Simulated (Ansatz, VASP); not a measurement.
One calculation of La6Si15Os5, two programs

```
CELL_PARAMETERS angstrom
-6.36880 -2.12293 -4.97770
2.12293 -6.36880 4.97770
-2.12293 6.36880 4.97770
ATOMIC_POSITIONS crystal
La 0.36664 0.81871 0.60757
La 0.20052 0.42132 0.82062
La 0.03469 0.04232 0.05198
La 0.57329 0.16754 0.42372
La 0.82761 0.65177 0.19373
La 0.70070 0.74896 0.64820
Os 0.80092 0.26956 0.87129
Os 0.60030 0.87183 0.06842
Os 0.39593 0.46193 0.26208
Os 0.00536 0.66763 0.66585
Os 0.20057 0.07076 0.46992
Si 0.39119 0.22261 0.01865
Si 0.20066 0.82454 0.22404
Si 0.01000 0.42895 0.43116
Si 0.56558 0.60148 0.84152
Si 0.83524 0.07717 0.63535
Si 0.49133 0.76551 0.26564
Si 0.31221 0.38400 0.48802
Si 0.08905 0.97728 0.67156
Si 0.70047 0.18138 0.08050
Si 0.91038 0.57595 0.87431
Si 0.70068 0.46695 0.36610
Si 0.49675 0.26879 0.78681
Si 0.30361 0.88192 0.98087
Si 0.90459 0.09174 0.37178
Si 0.09760 0.47855 0.17816
```

Alike in both runs: functional PBEsol; k mesh 3 × 3 × 3; occupations gaussian, width 0.05 eV; no spin polarisation.

Ansatz relaxed the structure, and its values are those at the end. VASP's run is a single point on that final structure, the one shown.

|  | VASP | Ansatz |
| --- | --- | --- |
| version | VASP 6.6.1 | Ansatz 0.2.0 |
| potentials or method | VASP PAW PBE potentials, release 64 (La, Os, Si), cutoff 520 eV | scalar-relativistic, plane waves, PAW |
| valence electrons in the cell | 166 | 206 |

|  | VASP | Ansatz | Ansatz less VASP |
| --- | --- | --- | --- |
| gap on the k mesh at the Fermi level (eV) | none | none | - |
| rms of the force components (eV/Å) | 0.019 | 0.004 | -0.0149 |

VASP's potentials were made for PBE, not for PBEsol. A gap of «none» marks a metal or a gap that the smearing closes. VASP's potentials hold 166 valence electrons a cell and Ansatz's 206, so a difference there can come from the potentials and not from the codes.

Spin-orbit coupling is off throughout.
